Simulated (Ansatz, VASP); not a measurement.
**Two plane-wave programs on AgCl**

```
CELL_PARAMETERS angstrom
4.63317 0.00000 0.00000
-2.31658 4.01244 0.00000
0.00000 0.00000 5.54814
ATOMIC_POSITIONS crystal
Ag 0.33333 0.66667 0.25000
Ag 0.66667 0.33333 0.75000
Cl 0.66667 0.33333 0.25000
Cl 0.33333 0.66667 0.75000
```

Change from the starting cell: epitaxial_xy strain +2.5%.

Alike in both runs: task single point; functional r2SCAN; k mesh 6 × 6 × 4; no spin polarisation.

```csv
,VASP,Ansatz
version,VASP 6.6.1,Ansatz 0.2.0
potentials or method,"VASP PAW PBE potentials, release 64 (Ag, Cl)","plane waves, PAW"
plane-wave cutoff (eV),520,500
occupations,"gaussian, width 0.01 eV",fixed
valence electrons in the cell,36,52
```

|  | VASP | Ansatz | Ansatz less VASP |
| --- | --- | --- | --- |
| gap on the k mesh at the Fermi level (eV) | 1.62 | 1.66 | +0.048 |
| pressure (GPa) | -0.7 | -0.7 | +0.08 |
| traceless stress, the component that is largest in VASP (GPa) | 0.66 | 0.64 | -0.013 |

VASP's potentials were made for PBE, not for r2SCAN. VASP's potentials hold 36 valence electrons a cell and Ansatz's 52, so a difference there can come from the potentials and not from the codes.
